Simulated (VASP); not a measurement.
Write the native input for VASP 6.6.1 that does the following.

```
Task                   : single point
Functional             : r2SCAN
Potentials or basis    : VASP PAW PBE potentials, release 64 (K_sv, I)
Cutoff                 : 520 eV
k mesh                 : 6 × 6 × 6
Occupations            : gaussian, width 0.05 eV
Spin                   : no spin polarisation
Dipole correction      : no
Further INCAR settings : ALGO = Normal; EDIFF = 1e-07; NBANDS = 15
```

Crystal: KI.

```
K I
1.0
     0.00000    3.07898    4.61847
     3.07898    0.00000    4.61847
     3.07898    3.07898    0.00000
K I
1 1
Cartesian
  0.0000 0.0000 0.0000
  3.0790 3.0790 4.6185
```

This cell differs from its parent crystal: ratio of the length along z to the lengths across it x 1.5, volume and fractional coordinates fixed.

These files were run (other wordings do the same):

POSCAR

```
KI
1.0
    0.0000000000      3.0789780270      4.6184670405
    3.0789780270      0.0000000000      4.6184670405
    3.0789780270      3.0789780270      0.0000000000
K I
1 1
Direct
    0.0000000000      0.0000000000      0.0000000000
    0.5000000000      0.5000000000      0.5000000000
```

INCAR.step1

```
ALGO = Normal ; EDIFF = 1E-4
ENCUT = 520 ; GGA = PE
ISMEAR = 0 ; LASPH = True
LCHARG = False ; LREAL = False
LWAVE = True ; NBANDS = 15
NELM = 80 ; PREC = Accurate
SIGMA = 0.05
```

INCAR.step2

```
ALGO = Normal ; EDIFF = 1E-7
ENCUT = 520 ; ISIF = 2
ISMEAR = 0 ; ISTART = 1
LASPH = True ; LCHARG = False
LMIXTAU = True ; LREAL = False
LWAVE = False ; METAGGA = R2SCAN
NBANDS = 15 ; NELM = 80
PREC = Accurate ; SIGMA = 0.05
```

KPOINTS

```
k-points
0
Gamma
  6 6 6
```

Potentials or basis: VASP PAW PBE potentials, release 64 (K_sv, I).

Command:

```bash
$ cat potpaw_PBE.64/K_sv/POTCAR potpaw_PBE.64/I/POTCAR > POTCAR
$ cp INCAR.step1 INCAR
$ mpirun -np 1 vasp_std > vasp.out
$ cp INCAR.step2 INCAR
$ mpirun -np 1 vasp_std > vasp.out
```

Results of the run:

The pressure is 5.8 GPa and the band gap on the k mesh is 4.08 eV, direct.

Caveat: the PAW data sets were made with another functional, which shifts forces and pressure a little; spin-orbit coupling is left out, which moves the levels of the heavy elements.

Wall time 110 s on 1 thread of Intel(R) Xeon(R) Platinum 8559C (Emerald Rapids), with other jobs on the host, peak memory 0.26 GiB.
